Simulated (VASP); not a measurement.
Here is a VASP 6.6.1 calculation.

File INCAR:

```
SYSTEM = P
PREC     = Accurate       ! precision mode
ENCUT    = 520            ! plane-wave cutoff, eV
EDIFF    = 1E-6           ! SCF threshold, eV
ISMEAR   = 0              ! smearing method
SIGMA    = 0.1            ! smearing width, eV
LREAL    = .FALSE.        ! projectors in reciprocal space
LASPH    = .TRUE.         ! aspherical terms in the spheres
NELM     = 80             ! most SCF steps
ALGO     = Normal         ! electronic algorithm
ISIF     = 2              ! what is computed and relaxed
LWAVE    = .FALSE.        ! write WAVECAR
LCHARG   = .TRUE.         ! write CHGCAR
GGA      = PE             ! functional
LELF     = .TRUE.         ! ELF
LVHAR    = .TRUE.       
NBANDS   = 12             ! bands
```

Contents of KPOINTS:

```
Automatic mesh
0
G
  9 9 4
  0 0 0
```

Contents of POSCAR:

```
P
1.0
    2.6460853662      0.0000000000      0.0000000000
   -1.3230426831      2.2915771477      0.0000000000
    0.0000000000      0.0000000000      5.1013912653
P
2
Direct
    0.0000000000      0.0000000000      0.2264067318
    0.0000000000      0.0000000000      0.7735932682
```

Potentials or basis: VASP PAW PBE potentials, release 64 (P).

The run is started by

```console
$ cat potpaw_PBE.64/P/POTCAR > POTCAR
$ mpirun -np 1 vasp_std > vasp.out
```

(1) Predict the largest force.

(2) What does it give for the pressure?

(3) Estimate the band gap on the k mesh.

Results:

(1) 0.037 eV/Å.

(2) -0.3 GPa.

(3) zero (bands 5 and 6 overlap by 10.30 eV).
